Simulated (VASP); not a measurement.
# Mg2I (Fm-3m) in VASP: further runs, part 2 of 2

VASP 6.6.1. Earlier steps stand in the parts before.

**5. Single point, PBE**

This run uses another cell than the first one, of 37.10 Å³/atom.

The input, INCAR:

```
ALGO = Normal ; EDIFF = 1E-6
ENCUT = 520 ; GGA = PE
ISIF = 2 ; ISMEAR = 0
LASPH = True ; LCHARG = False
LREAL = False ; LWAVE = False
NBANDS = 12 ; NELM = 80
PREC = Accurate ; SIGMA = 0.1
```

The input, KPOINTS:

```
k-points
0
Gamma
  10 10 10
```

The input, POSCAR:

```
Mg2I
1.0
    0.0000000000      3.8177756569      3.8177756569
    3.8177756569      0.0000000000      3.8177756569
    3.8177756569      3.8177756569      0.0000000000
Mg I
2 1
Direct
    0.2500000000      0.2500000000      0.2500000000
    0.7500000000      0.7500000000      0.7500000000
    0.0000000000      0.0000000000      0.0000000000
```

Started as:

```console
cat potpaw_PBE.64/Mg/POTCAR potpaw_PBE.64/I/POTCAR > POTCAR
mpirun -np 1 vasp_std > vasp.out
```

Wall time 22 s (1 thread of Intel Xeon 6975P-C (Granite Rapids), shared host); peak memory 0.27 GiB.

Results (log left out):

- Free energy: -3.6444 eV
- Pressure: 0.0 GPa
- Band gap on the k mesh: zero (an odd number of electrons rules out a gap without spin polarisation)

Levels at points of the mesh, in eV from the Fermi level:
```tsv
k point	band 2	band 3	band 4	band 5	band 6	band 7	band 8	band 9
(0.00, 0.00, 0.00)	-4.30	-4.30	-4.30	-3.18	1.00	1.00	1.00	1.58
(0.50, 0.00, 0.00)	-5.77	-4.48	-4.48	-1.98	0.96	1.28	1.28	2.77
(0.50, 0.50, 0.00)	-5.75	-4.77	-4.77	-1.23	-0.61	1.08	3.00	3.00
```

Caveat: spin-orbit coupling is left out, which moves the levels of the heavy elements; an odd number of electrons without spin polarisation forces a metal; a magnetic or distorted state may lie lower.

**6. Relaxation of cell and atoms, PBE**

The input, INCAR:

```
  PREC = Accurate
  ENCUT = 600
  EDIFF = 1E-6
  ISMEAR = 0
  SIGMA = 0.1
  LREAL = F
  LASPH = T
  NELM = 80
  ALGO = Normal
  ISIF = 3
  LWAVE = F
  LCHARG = F
  GGA = PE
  IBRION = 2
  NSW = 100
  EDIFFG = -0.01
```

The input, KPOINTS:

```
regular mesh
0
Gamma
  10 10 10
```

The input, POSCAR:

```
Mg2I
1.0
    0.0000000000      3.8825634046      3.8825634046
    3.8825634046      0.0000000000      3.8825634046
    3.8825634046      3.8825634046      0.0000000000
Mg I
2 1
Direct
    0.2500000000      0.2500000000      0.2500000000
    0.7500000000      0.7500000000      0.7500000000
    0.0000000000      0.0000000000      0.0000000000
```

Potentials or basis: VASP PAW PBE potentials, release 64 (Mg, I).

Started as:

```console
cat potpaw_PBE.64/Mg/POTCAR potpaw_PBE.64/I/POTCAR > POTCAR
mpirun -np 1 vasp_std > vasp.out
```

OUTCAR:

```text
PREC = Accurate
   ENCUT = 600
   EDIFF = 1E-6
   ISMEAR = 0
   LREAL = F
   LASPH = T
   NELM = 80
   ISIF = 3
   GGA = PE
   IBRION = 2
   NSW = 100
   EDIFFG = -0.01

 ion  position               nearest neighbor table
   1  0.250  0.250  0.250-   3 3.36   3 3.36   3 3.36   3 3.36
   2  0.750  0.750  0.750-   3 3.36   3 3.36   3 3.36   3 3.36
   3  0.000  0.000  0.000-   2 3.36   2 3.36   2 3.36   1 3.36   2 3.36   1 3.36   1 3.36   1 3.36

  LATTYP: Found a face centered cubic cell.
 ALAT       =     7.7651268092

  Lattice vectors:

 A1 = (   0.0000000000,   3.8825634046,   3.8825634046)
 A2 = (   3.8825634046,   0.0000000000,   3.8825634046)
 A3 = (   3.8825634046,   3.8825634046,   0.0000000000)

Analysis of symmetry for initial positions (statically):
=====================================================================
 Subroutine PRICEL returns:
 Original cell was already a primitive cell.

 Routine SETGRP: Setting up the symmetry group for a
 face centered cubic supercell.

 Subroutine GETGRP returns: Found 48 space group operations
 (whereof 48 operations were pure point group operations)
 out of a pool of 48 trial point group operations.

The static configuration has the point symmetry O_h .

Analysis of symmetry for dynamics (positions and initial velocities):
=====================================================================
 Subroutine PRICEL returns:
 Original cell was already a primitive cell.

 Routine SETGRP: Setting up the symmetry group for a
 face centered cubic supercell.

 Subroutine GETGRP returns: Found 48 space group operations
 (whereof 48 operations were pure point group operations)
 out of a pool of 48 trial point group operations.

The dynamic configuration has the point symmetry O_h .

 Subroutine INISYM returns: Found 48 space group operations
 (whereof 48 operations are pure point group operations),
 and found     1 'primitive' translations

----------------------------------------------------------------------------------------

                                     Primitive cell

  volume of cell :     117.0538

  direct lattice vectors                    reciprocal lattice vectors
     0.000000000  3.882563405  3.882563405    -0.128780898  0.128780898  0.128780898
     3.882563405  0.000000000  3.882563405     0.128780898 -0.128780898  0.128780898
     3.882563405  3.882563405  0.000000000     0.128780898  0.128780898 -0.128780898

  length of vectors
     5.490773824  5.490773824  5.490773824     0.223055058  0.223055058  0.223055058

  position of ions in fractional coordinates (direct lattice)
     0.250000000  0.250000000  0.250000000
     0.750000000  0.750000000  0.750000000
     0.000000000  0.000000000  0.000000000

  ion indices of the primitive-cell ions
   primitive index   ion index
                 1           1
                 2           2
                 3           3

----------------------------------------------------------------------------------------

 KPOINTS: regular mesh
[... 48 lines left out ...]
  0.400000  0.300000  0.000000     24.000000
 [... further k-points ...]
   k-points           NKPTS =     47   k-points in BZ     NKDIM =     47   number of bands    NBANDS=      9
   number of dos      NEDOS =    301   number of ions     NIONS =      3
   total plane-waves  NPLWV = 110592
   dimension x,y,z NGX =    48 NGY =   48 NGZ =   48
   dimension x,y,z NGXF=    96 NGYF=   96 NGZF=   96
   ions per type =               2   1
   NGX,Y,Z   is equivalent  to a cutoff of  14.53, 14.53, 14.53 a.u.
   NGXF,Y,Z  is equivalent  to a cutoff of  29.07, 29.07, 29.07 a.u.
 SYSTEM =  unknown system
   PREC   = accura    normal or accurate (medium, high low for compatibility)
   ISTART =      0    job   : 0-new  1-cont  2-samecut
   ICHARG =      2    charge: 1-file 2-atom 10-const
   ISPIN  =      1    spin polarized calculation?
   LNONCOLLINEAR =      F non collinear calculations
   LSORBIT =      F    spin-orbit coupling
   LASPH  =      T    aspherical Exc in radial PAW
   ENCUT  =  600.0 eV  44.10 Ry    6.64 a.u.  10.97 10.97 10.97*2*pi/ulx,y,z
   NELM   =     80;   NELMIN=  2; NELMDL= -5     # of ELM steps
   EDIFF  = 0.1E-05   stopping-criterion for ELM
   LREAL  =      F    real-space projection
   EDIFFG = -.1E-01   stopping-criterion for IOM
   NSW    =    100    number of steps for IOM
   IBRION =      2    ionic relax: 0-MD 1-quasi-New 2-CG
   NFREE  =      1    steps in history (QN), initial steepest desc. (CG)
   ISIF   =      3    stress and relaxation
   ISYM   =      2    0-nonsym 1-usesym 2-fastsym
   POTIM  = 0.5000    time-step for ionic-motion
   TEBEG  =    0.0;   TEEND  =   0.0 temperature during run
   PSTRESS=    0.0 pullay stress
   NELECT =      11.0000    total number of electrons
   NUPDOWN=      -1.0000    fix difference up-down
   EMIN   =  10.00;   EMAX   =-10.00  energy-range for DOS
   EFERMI =   0.00;   METHOD = LEGACY
   ISMEAR =     0;   SIGMA  =   0.10  broadening in eV -4-tet -1-fermi 0-gaus
   EFERMI_NEDOS =   21; number of points for ismear=-14 and -15
   IALGO  =     38    algorithm
   IMIX   =      4    mixing-type and parameters
     AMIX     =   0.40;   BMIX     =  1.00
     AMIX_MAG =   1.60;   BMIX_MAG =  1.00
  volume/ion in A,a.u.               =      39.02       263.31
  Fermi-wavevector in a.u.,A,eV,Ry     =   0.744293  1.406510  7.537244  0.553972
  Thomas-Fermi vector in A             =   1.839610
   LORBIT       =      0    0 simple, 1 ext, 2 COOP (PROOUT), +10 PAW based schemes
   GGA     = PE    functional components
   LHFCALC =     F    Hartree Fock is set to
   AEXX    =    0.0000 exact exchange contribution
   IVDW    =     0    specifies the selected vdW correction
   LEPSILON=     F    determine dielectric tensor
   LRPA    =     F    only Hartree local field effects (RPA)
 conjugate gradient relaxation of ions
 non-spin polarized calculation
 Gauss-broadening in eV      SIGMA  =   0.10
  energy-cutoff  :      600.00
  volume of cell :      117.05
 maximum number of plane-waves:      3940
 NGX is ok and might be reduce to    48
   NGX = 21   NGY = 21   NGZ = 21

--------------------------------------- Ionic step        1  -------------------------------------------

 number of electron      11.0000000 magnetization

 Free energy of the ion-electron system (eV)
  ---------------------------------------------------
  ext. energy  EPLUGINS =         0.00000000
  ---------------------------------------------------
  free energy    TOTEN  =        -3.63582588 eV

  energy without entropy =       -3.62337551  energy(sigma->0) =       -3.62960070

------------------------ aborting loop because EDIFF is reached ----------------------------------------

  FORCE on cell =-STRESS in cart. coord.  units (eV):
  Direction    XX          YY          ZZ          XY          YZ          ZX
  --------------------------------------------------------------------------------------
  -------------------------------------------------------------------------------------
  Total       -0.3376921     -0.3376921     -0.3376921     -0.0000000      0.0000000     -0.0000000
  in kB       -4.6221686     -4.6221686     -4.6221686     -0.0000000      0.0000000     -0.0000000
  external PRESSURE =      -4.6221686 kB  Pullay stress =       0.0000000 kB
[... 98 lines left out ...]
--------------------------------------- Ionic step        4  -------------------------------------------

 number of electron      11.0000000 magnetization

 Free energy of the ion-electron system (eV)
  ---------------------------------------------------
  ext. energy  EPLUGINS =         0.00000000
  ---------------------------------------------------
  free energy    TOTEN  =        -3.64449836 eV

  energy without entropy =       -3.63432191  energy(sigma->0) =       -3.63941013

 E-fermi :   2.7907     XC(G=0):  -7.4933

 val. band max:        2.7812451735   @ k =   0.2000   0.1000   0.0000
 cond. band min:       2.8138808892   @ k =  -0.3000   0.4000   0.2000
 fundamental gap:      0.0326357157
 Fermi energy:         2.7907253711

 k-point     1 :       0.0000    0.0000    0.0000
  band No.  band energies     occupation
      1     -11.6179      2.00000
      2      -1.5016      2.00000
      3      -1.5016      2.00000
      4      -1.5016      2.00000
      5      -0.3911      2.00000
      6       3.7912      0.00000
      7       3.7912      0.00000
      8       3.7912      0.00000
      9       4.3665      0.00000
[... 265 lines left out ...]
 k-point    24 :       0.4000    0.3000    0.0000
  band No.  band energies     occupation
      1     -11.5229      2.00000
      2      -2.7766      2.00000
      3      -1.9510      2.00000
      4      -1.8764      2.00000
      5       1.8313      2.00000
      6       2.0728      2.00000
      7       3.6419      0.00000
      8       5.0528      0.00000
      9       5.2147      0.00000

 [... further k-points ...]
[... 5 lines left out ...]
  --------------------------------------------------------------------------------------
  -------------------------------------------------------------------------------------
  Total       -0.0107937     -0.0107937     -0.0107937      0.0000000      0.0000000      0.0000000
  in kB       -0.1551123     -0.1551123     -0.1551123      0.0000000      0.0000000      0.0000000
  external PRESSURE =      -0.1551123 kB  Pullay stress =       0.0000000 kB
[... 18 lines left out ...]
  FREE ENERGIE OF THE ION-ELECTRON SYSTEM (eV)
  ---------------------------------------------------
  free  energy   TOTEN  =        -3.6444983571 eV

  energy  without entropy=       -3.6343219118  energy(sigma->0) =       -3.63941013

 reached required accuracy - stopping structural energy minimisation
```

OSZICAR:

```text
N       E                     dE             d eps       ncg     rms          rms(c)
DAV:   1     0.334428007494E+02    0.33443E+02   -0.35501E+03   846   0.931E+02
DAV:   2    -0.125096148116E+01   -0.34694E+02   -0.33816E+02  1199   0.105E+02
DAV:   3    -0.364730414560E+01   -0.23963E+01   -0.23785E+01   982   0.318E+01
DAV:   4    -0.368845291777E+01   -0.41149E-01   -0.41017E-01  1042   0.534E+00
[... 41 lines left out ...]
DAV:   7    -0.364450069808E+01    0.20536E-05   -0.18218E-05   848   0.291E-02    0.124E-01
DAV:   8    -0.364449786986E+01    0.28282E-05   -0.99202E-07   458   0.785E-03    0.139E-02
DAV:   9    -0.364449576712E+01    0.21027E-05   -0.19606E-06   805   0.995E-03    0.133E-01
DAV:  10    -0.364449760584E+01   -0.18387E-05   -0.62935E-07   426   0.563E-03    0.395E-02
DAV:  11    -0.364449835711E+01   -0.75127E-06   -0.16164E-07   425   0.330E-03
   4 F= -.36444984E+01 E0= -.36394101E+01  d E =-.867248E-02
```

Run time: 1.7 min. Hardware: 1 thread of Intel Xeon 6975P-C (Granite Rapids), shared host; peak memory 0.39 GiB.

What came out:

```
Free energy                           : -3.6445 eV
Relaxed volume                        : 37.16 Å³/atom
Relaxed cell                          : a = 5.402 Å, b = 5.402 Å, c = 5.402 Å, α = 60.00°, β = 60.00°, γ = 60.00°
Space group after relaxing (to 0.1 Å) : Fm-3m (No. 225)
Energy gained by relaxing             : 2.9 meV/atom
Ionic steps                           : 4
Pressure after relaxing               : 0.0 GPa
Band gap on the k mesh                : zero (an odd number of electrons rules out a gap without spin polarisation)
```

The path:
```csv
step,energy change (eV),largest force (eV/Å),pressure (GPa),volume (Å³)
1,0.0000,0.0000,-0.46,117.05
2,-0.0046,0.0000,-0.33,115.16
3,-0.0079,0.0000,0.16,109.77
4,-0.0087,0.0000,-0.02,111.49
```

Final structure:
```
Mg I
1.0
     0.00000    3.82004    3.82004
     3.82004    0.00000    3.82004
     3.82004    3.82004    0.00000
Mg I
2 1
Direct
  0.25000 0.25000 0.25000
  0.75000 0.75000 0.75000
  0.00000 0.00000 0.00000
```

Levels at points of the mesh, in eV from the Fermi level:
```csv
k point,band 1,band 2,band 3,band 4,band 5,band 6,band 7,band 8,band 9
"(0.00, 0.00, 0.00)",-14.41,-4.29,-4.29,-4.29,-3.18,1.00,1.00,1.00,1.58
"(0.50, 0.00, 0.00)",-14.32,-5.76,-4.47,-4.47,-1.98,0.96,1.29,1.29,2.77
"(0.50, 0.50, 0.00)",-14.29,-5.74,-4.77,-4.77,-1.23,-0.60,1.08,3.00,3.00
```

Caveat: spin-orbit coupling is left out, which moves the levels of the heavy elements; an odd number of electrons without spin polarisation forces a metal; a magnetic or distorted state may lie lower.

**7. Summary**

```tsv
task	cell	k mesh	cutoff (eV)	gap on the mesh (eV)	pressure (GPa)	relaxed volume (Å³/atom)
single point	a = 5.491 Å, angles 60.0°, 3 atoms	4 × 4 × 4	520	none	0.1	-
single point	a = 4.798 Å, angles 60.0°, 3 atoms	6 × 6 × 6	520	none	9.9	-
relaxation of cell and atoms	relaxed from a = 4.798 Å, angles 60.0°, 3 atoms	4 × 4 × 4	600	none	0.0	39.30
single point	a = 5.399 Å, angles 60.0°, 3 atoms	10 × 10 × 10	520	none	0.0	-
relaxation of cell and atoms	relaxed from a = 5.491 Å, angles 60.0°, 3 atoms	10 × 10 × 10	600	none	0.0	37.16
```

Alike in all rows: level PBE; potentials or basis VASP PAW PBE potentials, release 64 (Mg, I); no spin polarisation; smearing gaussian 0.1 eV.

Caveats: some runs use coarse meshes; spin-orbit coupling is left out, which moves the levels of the heavy elements; an odd number of electrons without spin polarisation forces a metal; a magnetic or distorted state may lie lower; the cell stands under pressure (at least some runs); the volume moved by over 15 % at a fixed basis, so the end points are rough (at least some runs).

Total energies depend on the potentials used, so only differences within one code and one set of settings carry meaning.

The gap in the log of VASP goes by the Fermi energy; the results here count the filled bands.